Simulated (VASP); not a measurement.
# TaN (Fm-3m) in VASP: single point with r2SCAN+U

Aim: the single point of TaN with r2SCAN+U.

Everything below comes from runs of VASP 6.6.1. Logs are shortened: lines on timing, memory, paths and dates and some standing lists are left out, and cuts for length are marked.

**1. The cell of the first run**

Symmetry: Fm-3m, No. 225, cubic system. Conventional cell: a = 4.358 Å, b = 4.358 Å, c = 4.358 Å, α = 90.00°, β = 90.00°, γ = 90.00°. Ta (site symmetry m-3m) has 6 N at 2.18 Å within 2.9 Å. Within 2.9 Å of N (site symmetry m-3m) lie 6 Ta at 2.18 Å.

**2. Single point, r2SCAN+U, collinear spin, zero start**

POSCAR

```
TaN
1.0
    0.0000000000      2.1790013100      2.1790013100
    2.1790013100      0.0000000000      2.1790013100
    2.1790013100      2.1790013100      0.0000000000
Ta N
1 1
Direct
    0.5000000000      0.5000000000      0.5000000000
    0.0000000000      0.0000000000      0.0000000000
```

INCAR.step1

```
SYSTEM = TaN
  ALGO = Normal
  EDIFF = 1E-5
  ENCUT = 770
  GGA = PE
  GGA_COMPAT = .False.
  ISMEAR = 0
  ISPIN = 2
  LASPH = .True.
  LCHARG = .False.
  LDAU = .True.
  LDAUJ = 0 0
  LDAUL = 2 -1
  LDAUTYPE = 2
  LDAUU = 2 0
  LMAXMIX = 4
  LREAL = .False.
  LWAVE = .True.
  MAGMOM = 0 0
  NBANDS = 20
  NELM = 200
  PREC = Accurate
  SIGMA = 0.05
```

INCAR.step2

```
SYSTEM = TaN
  ALGO = Normal
  EDIFF = 1E-6
  ENCUT = 770
  GGA_COMPAT = .False.
  ISIF = 2
  ISMEAR = 0
  ISPIN = 2
  ISTART = 1
  LASPH = .True.
  LCHARG = .False.
  LDAU = .True.
  LDAUJ = 0 0
  LDAUL = 2 -1
  LDAUPRINT = 1
  LDAUTYPE = 2
  LDAUU = 2 0
  LMAXMIX = 4
  LMIXTAU = .True.
  LORBIT = 11
  LREAL = .False.
  LWAVE = .False.
  MAGMOM = 0 0
  METAGGA = R2SCAN
  NBANDS = 20
  NELM = 200
  PREC = Accurate
  SIGMA = 0.05
```

KPOINTS

```
k-points
0
Gamma
  7 7 7
  0 0 0
```

Potentials or basis: VASP PAW PBE potentials, release 64 (Ta_sv_GW, N).

Run with:

```bash
$ cat potpaw_PBE.64/Ta_sv_GW/POTCAR potpaw_PBE.64/N/POTCAR > POTCAR
$ cp INCAR.step1 INCAR
$ mpirun -np 1 vasp_std > vasp.out
$ cp INCAR.step2 INCAR
$ mpirun -np 1 vasp_std > vasp.out
```

OUTCAR:

```text
SYSTEM = TaN
   EDIFF = 1E-6
   ENCUT = 770
   ISIF = 2
   ISMEAR = 0
   ISPIN = 2
   ISTART = 1
   LASPH = .True.
   LORBIT = 11
   LREAL = .False.
   METAGGA = R2SCAN
   NELM = 200
   PREC = Accurate

 ion  position               nearest neighbor table
   1  0.500  0.500  0.500-   2 2.18   2 2.18   2 2.18   2 2.18   2 2.18   2 2.18
   2  0.000  0.000  0.000-   1 2.18   1 2.18   1 2.18   1 2.18   1 2.18   1 2.18

  LATTYP: Found a face centered cubic cell.
 ALAT       =     4.3580026200

  Lattice vectors:

 A1 = (   0.0000000000,   2.1790013100,   2.1790013100)
 A2 = (   2.1790013100,   0.0000000000,   2.1790013100)
 A3 = (   2.1790013100,   2.1790013100,   0.0000000000)

Analysis of symmetry for initial positions (statically):
=====================================================================
 Subroutine PRICEL returns:
 Original cell was already a primitive cell.

 Routine SETGRP: Setting up the symmetry group for a
 face centered cubic supercell.

 Subroutine GETGRP returns: Found 48 space group operations
 (whereof 48 operations were pure point group operations)
 out of a pool of 48 trial point group operations.

The static configuration has the point symmetry O_h .

Analysis of symmetry for dynamics (positions and initial velocities):
=====================================================================
 Subroutine PRICEL returns:
 Original cell was already a primitive cell.

 Routine SETGRP: Setting up the symmetry group for a
 face centered cubic supercell.

 Subroutine GETGRP returns: Found 48 space group operations
 (whereof 48 operations were pure point group operations)
 out of a pool of 48 trial point group operations.

The dynamic configuration has the point symmetry O_h .

Analysis of structural, dynamic, and magnetic symmetry:
=====================================================================
 Subroutine PRICEL returns:
 Original cell was already a primitive cell.

 Routine SETGRP: Setting up the symmetry group for a
 face centered cubic supercell.

 Subroutine GETGRP returns: Found 48 space group operations
 (whereof 48 operations were pure point group operations)
 out of a pool of 48 trial point group operations.

The overall configuration has the point symmetry O_h .

 Subroutine INISYM returns: Found 48 space group operations
 (whereof 48 operations are pure point group operations),
 and found     1 'primitive' translations

----------------------------------------------------------------------------------------

                                     Primitive cell

  volume of cell :      20.6920

  direct lattice vectors                    reciprocal lattice vectors
     0.000000000  2.179001310  2.179001310    -0.229462918  0.229462918  0.229462918
     2.179001310  0.000000000  2.179001310     0.229462918 -0.229462918  0.229462918
     2.179001310  2.179001310  0.000000000     0.229462918  0.229462918 -0.229462918

  length of vectors
     3.081573205  3.081573205  3.081573205     0.397441433  0.397441433  0.397441433

  position of ions in fractional coordinates (direct lattice)
     0.500000000  0.500000000  0.500000000
     0.000000000  0.000000000  0.000000000

  ion indices of the primitive-cell ions
   primitive index   ion index
                 1           1
                 2           2

----------------------------------------------------------------------------------------

 KPOINTS: k-points

Automatic generation of k-mesh.
 Grid dimensions read from file:
 generate k-points for:    7    7    7

 Generating k-lattice:

  Cartesian coordinates                     Fractional coordinates (reciprocal lattice)
    -0.032780417  0.032780417  0.032780417     0.142857143  0.000000000  0.000000000
[... 68 lines left out ...]
   EFERMI =   0.00;   METHOD = LEGACY
   ISMEAR =     0;   SIGMA  =   0.05  broadening in eV -4-tet -1-fermi 0-gaus
   EFERMI_NEDOS =   21; number of points for ismear=-14 and -15
   IALGO  =     38    algorithm
   IMIX   =      4    mixing-type and parameters
     AMIX     =   0.40;   BMIX     =  1.00
     AMIX_MAG =   1.60;   BMIX_MAG =  1.00
  volume/ion in A,a.u.               =      10.35        69.82
  Fermi-wavevector in a.u.,A,eV,Ry     =   1.562781  2.953228 33.229306  2.442285
  Thomas-Fermi vector in A             =   2.665649
   LORBIT       =     11    0 simple, 1 ext, 2 COOP (PROOUT), +10 PAW based schemes
 LDA+U is selected, type is set to LDAUTYPE =  2
   angular momentum for each species LDAUL =     2   -1
   U (eV)           for each species LDAUU =   2.0  0.0
   J (eV)           for each species LDAUJ =   0.0  0.0
   METAGGA = R2SCAN    functional components
   LHFCALC =     F    Hartree Fock is set to
   AEXX    =    0.0000 exact exchange contribution
   IVDW    =     0    specifies the selected vdW correction
   LEPSILON=     F    determine dielectric tensor
   LRPA    =     F    only Hartree local field effects (RPA)
 spin polarized calculation
 Gauss-broadening in eV      SIGMA  =   0.05
  energy-cutoff  :      770.00
  volume of cell :       20.69
 maximum number of plane-waves:      1014
   NGX = 13   NGY = 13   NGZ = 13

 number of electron      17.9999999 magnetization       0.0000003

atom =   1  type =  1  l = 2

 onsite density matrix

spin component  1

  0.2604  0.0000  0.0000  0.0000  0.0000
  0.0000  0.2604  0.0000  0.0000 -0.0000
  0.0000  0.0000  0.1984 -0.0000  0.0000
  0.0000  0.0000 -0.0000  0.2604  0.0000
  0.0000 -0.0000  0.0000  0.0000  0.1984

spin component  2

  0.2604  0.0000  0.0000  0.0000  0.0000
  0.0000  0.2604  0.0000  0.0000 -0.0000
  0.0000  0.0000  0.1984 -0.0000  0.0000
  0.0000  0.0000 -0.0000  0.2604  0.0000
  0.0000 -0.0000  0.0000  0.0000  0.1984

 occupancies and eigenvectors

  o =  0.1984  v =  0.0000  0.0000 -1.0000 -0.0000  0.0071  0.0000  0.0000  0.0000  0.0000  0.0000      0.0000  0.0000  0.0000  0.0000  0.0000  0.0000  0.0000  0.0000  0.0000  0.0000
  o =  0.1984  v =  0.0000 -0.0000 -0.0071 -0.0000 -1.0000  0.0000  0.0000  0.0000  0.0000  0.0000      0.0000  0.0000  0.0000  0.0000  0.0000  0.0000  0.0000  0.0000  0.0000  0.0000
  o =  0.1984  v =  0.0000  0.0000  0.0000  0.0000  0.0000  0.0000 -0.0000 -0.9984 -0.0000  0.0557      0.0000  0.0000  0.0000  0.0000  0.0000  0.0000  0.0000  0.0000  0.0000  0.0000
  o =  0.1984  v =  0.0000  0.0000  0.0000  0.0000  0.0000  0.0000 -0.0000  0.0557  0.0000  0.9984      0.0000  0.0000  0.0000  0.0000  0.0000  0.0000  0.0000  0.0000  0.0000  0.0000
  o =  0.2604  v =  0.0000  0.0000  0.0000  0.0000  0.0000  0.0000 -0.1487 -0.0000  0.9889 -0.0000      0.0000  0.0000  0.0000  0.0000  0.0000  0.0000  0.0000  0.0000  0.0000  0.0000
  o =  0.2604  v =  0.0000  0.0000  0.0000  0.0000  0.0000  0.0000 -0.9889  0.0000 -0.1487 -0.0000      0.0000  0.0000  0.0000  0.0000  0.0000  0.0000  0.0000  0.0000  0.0000  0.0000
  o =  0.2604  v =  0.0000  0.0000  0.0000  0.0000  0.0000  1.0000  0.0000  0.0000  0.0000  0.0000      0.0000  0.0000  0.0000  0.0000  0.0000  0.0000  0.0000  0.0000  0.0000  0.0000
  o =  0.2604  v =  0.0000 -0.0849  0.0000 -0.9964  0.0000  0.0000  0.0000  0.0000  0.0000  0.0000      0.0000  0.0000  0.0000  0.0000  0.0000  0.0000  0.0000  0.0000  0.0000  0.0000
  o =  0.2604  v =  0.0000  0.9964  0.0000 -0.0849 -0.0000  0.0000  0.0000  0.0000  0.0000  0.0000      0.0000  0.0000  0.0000  0.0000  0.0000  0.0000  0.0000  0.0000  0.0000  0.0000
  o =  0.2604  v =  1.0000  0.0000  0.0000  0.0000  0.0000  0.0000  0.0000  0.0000  0.0000  0.0000      0.0000  0.0000  0.0000  0.0000  0.0000  0.0000  0.0000  0.0000  0.0000  0.0000

 number of electron      17.9999999 magnetization      -0.0000001

 Free energy of the ion-electron system (eV)
  ---------------------------------------------------
  ext. energy  EPLUGINS =         0.00000000
  ---------------------------------------------------
  free energy    TOTEN  =       -60.39882381 eV

  energy without entropy =      -60.39812302  energy(sigma->0) =      -60.39847341

 E-fermi :  14.5900     XC(G=0): -14.9673

 val. band max:       14.4659171540   @ k =  -0.2857   0.1429   0.0000
 cond. band min:      14.6310535459   @ k =   0.2857   0.0000   0.0000
 fundamental gap:      0.1651363919
 Fermi energy:        14.5900294089

 spin component 1

 k-point     1 :       0.0000    0.0000    0.0000
  band No.  band energies     occupation
      1     -57.5363      1.00000
      2     -22.9816      1.00000
      3     -22.9816      1.00000
      4     -22.9816      1.00000
      5      -5.8167      1.00000
      6      10.2255      1.00000
[... 436 lines left out ...]
      6       6.0581      1.00000
[... 12 lines left out ...]
     19      35.6061      0.00000
     20      39.1269      0.00000
 Fermi energy:        14.5900294089

 spin component 2

 k-point     1 :       0.0000    0.0000    0.0000
  band No.  band energies     occupation
      1     -57.5363      1.00000
      2     -22.9816      1.00000
      3     -22.9816      1.00000
      4     -22.9816      1.00000
      5      -5.8167      1.00000
      6      10.2255      1.00000
[... 449 lines left out ...]
     19      35.6061      0.00000
     20      39.1269      0.00000

------------------------ aborting loop because EDIFF is reached ----------------------------------------

  FORCE on cell =-STRESS in cart. coord.  units (eV):
  Direction    XX          YY          ZZ          XY          YZ          ZX
  --------------------------------------------------------------------------------------
  -------------------------------------------------------------------------------------
  Total        2.0756827      2.0756827      2.0756827      0.0000000      0.0000000     -0.0000000
  in kB      160.7196903    160.7196903    160.7196903      0.0000000      0.0000000     -0.0000000
  external PRESSURE =     160.7196903 kB  Pullay stress =       0.0000000 kB

 VOLUME and BASIS-vectors are now :
 -----------------------------------------------------------------------------
  energy-cutoff  :      770.00
  volume of cell :       20.69
      direct lattice vectors                 reciprocal lattice vectors
     0.000000000  2.179001310  2.179001310    -0.229462918  0.229462918  0.229462918
     2.179001310  0.000000000  2.179001310     0.229462918 -0.229462918  0.229462918
     2.179001310  2.179001310  0.000000000     0.229462918  0.229462918 -0.229462918

 POSITION                                       TOTAL-FORCE (eV/Angst)
 -----------------------------------------------------------------------------------
      2.17900      2.17900      2.17900         0.000000     -0.000000     -0.000000
      0.00000      0.00000      0.00000         0.000000      0.000000      0.000000
 -----------------------------------------------------------------------------------
    total drift:                                0.000000      0.000000      0.000000

  FREE ENERGIE OF THE ION-ELECTRON SYSTEM (eV)
  ---------------------------------------------------
  free  energy   TOTEN  =       -60.3988238080 eV

  energy  without entropy=      -60.3981230184  energy(sigma->0) =      -60.39847341

 total charge

# of ion       s       p       d       f       tot
--------------------------------------------------
    1        2.661   6.062   2.311   0.151  11.185
    2        1.239   2.593   0.000   0.000   3.833
--------------------------------------------------
tot          3.900   8.656   2.311   0.151  15.017

 magnetization (x)

# of ion       s       p       d       f       tot
--------------------------------------------------
    1        0.000   0.000  -0.000   0.000   0.000
    2       -0.000  -0.000   0.000   0.000  -0.000
--------------------------------------------------
tot          0.000  -0.000  -0.000   0.000   0.000
```

It took 54 s on 1 thread of Intel Xeon 6975P-C (Granite Rapids), shared host; peak memory 0.21 GiB.

What came out:

```
Free energy                                           : -60.3988 eV
Pressure                                              : 16.1 GPa
Band gap on the k mesh                                : zero (filled and empty bands overlap)
Net moment                                            : 0.00 μB per cell
Valence electrons inside the program's atomic spheres : Ta 11.19; N 3.83
```

Levels at points of the mesh, in eV from the Fermi level:
Spin up:
| k point | band 6 | band 7 | band 8 | band 9 | band 10 | band 11 | band 12 | band 13 |
| --- | --- | --- | --- | --- | --- | --- | --- | --- |
| (0.00, 0.00, 0.00) | -4.36 | -4.36 | -4.36 | -2.23 | -2.23 | -2.23 | 0.31 | 0.31 |
Spin down:
```
           k point  band 6  band 7  band 8  band 9  band 10  band 11  band 12  band 13
(0.00, 0.00, 0.00)   -4.36   -4.36   -4.36   -2.23    -2.23    -2.23     0.31     0.31
```

Eigenvalues of the final occupation matrices:
```tsv
site	spin	trace	eigenvalues
site 1 d	1	1.18	0.20 0.20 0.26 0.26 0.26
site 1 d	2	1.18	0.20 0.20 0.26 0.26 0.26
```

Caveat: the cell stands under pressure; the PAW data sets were made with another functional, which shifts forces and pressure a little; spin-orbit coupling is left out, which moves the levels of the heavy elements.

The gap in the log of VASP goes by the Fermi energy; the results here count the filled bands.